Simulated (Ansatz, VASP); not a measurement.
**SrCaLaNbO6 in VASP and in Ansatz**

```
Sr Ca La Nb O
1.0
     0.00000    4.19112    4.19112
     4.19112    0.00000    4.19112
     4.19112    4.19112    0.00000
Sr Ca La Nb O
1 1 1 1 6
Direct
  0.75000 0.75000 0.75000
  0.00000 0.00000 0.00000
  0.25000 0.25000 0.25000
  0.50000 0.50000 0.50000
  0.73758 0.26242 0.26242
  0.26242 0.73758 0.73758
  0.73758 0.73758 0.26242
  0.26242 0.26242 0.73758
  0.26242 0.73758 0.26242
  0.73758 0.26242 0.73758
```

Alike in both runs: task single point; functional PBE; k mesh 4 × 4 × 4; no spin polarisation.

|  | VASP | Ansatz |
| --- | --- | --- |
| version | VASP 6.6.1 | Ansatz 0.2.0 |
| potentials or method | VASP PAW PBE potentials, release 64 (Sr_sv, Ca_sv, La, Nb_sv, O) | plane waves, PAW |
| plane-wave cutoff (eV) | 520 | 420 |
| occupations | gaussian, width 0.01 eV | fixed |
| valence electrons in the cell | 80 | 80 |

|  | VASP | Ansatz | Ansatz less VASP |
| --- | --- | --- | --- |
| pressure (GPa) | -2.2 | -2.4 | -0.15 |
| rms of the force components (eV/Å) | 0.225 | 0.197 | -0.0280 |

Atom by atom the forces differ by 0.028 eV/Å (rms over components).

Neither program's run includes spin-orbit coupling.
